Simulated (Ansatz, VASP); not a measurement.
## One calculation of Be3I2, two programs

```
Be I
1.0
     1.90640    1.10066    9.25494
    -1.90640    1.10066    9.25494
     0.00000   -2.20132    9.25494
Be I
3 2
Cartesian
  0.0000 0.0000 0.0000
  0.0000 0.0000 4.6485
  0.0000 0.0000 23.1163
  0.0000 0.0000 10.7876
  0.0000 0.0000 16.9772
```

Alike in both runs: functional PBE; k mesh 6 × 6 × 6; occupations gaussian, width 0.1 eV; no spin polarisation.

Ansatz relaxed the structure, and its values are those at the end. VASP's run is a single point on that final structure, the one shown.

|  | VASP | Ansatz |
| --- | --- | --- |
| version | VASP 6.6.1 | Ansatz 0.2.0 |
| potentials or method | VASP PAW PBE potentials, release 64 (Be, I), cutoff 520 eV | scalar-relativistic, plane waves, PAW |
| valence electrons in the cell | 20 | 40 |

|  | VASP | Ansatz | Ansatz less VASP |
| --- | --- | --- | --- |
| gap on the k mesh at the Fermi level (eV) | none | none | - |
| pressure (GPa) | -0.1 | -0.1 | -0.02 |
| rms of the force components (eV/Å) | 0.011 | 0.010 | -0.0003 |

A gap of «none» marks a metal or a gap that the smearing closes. VASP's potentials hold 20 valence electrons a cell and Ansatz's 40, so a difference there can come from the potentials and not from the codes.

Spin-orbit coupling is off throughout.
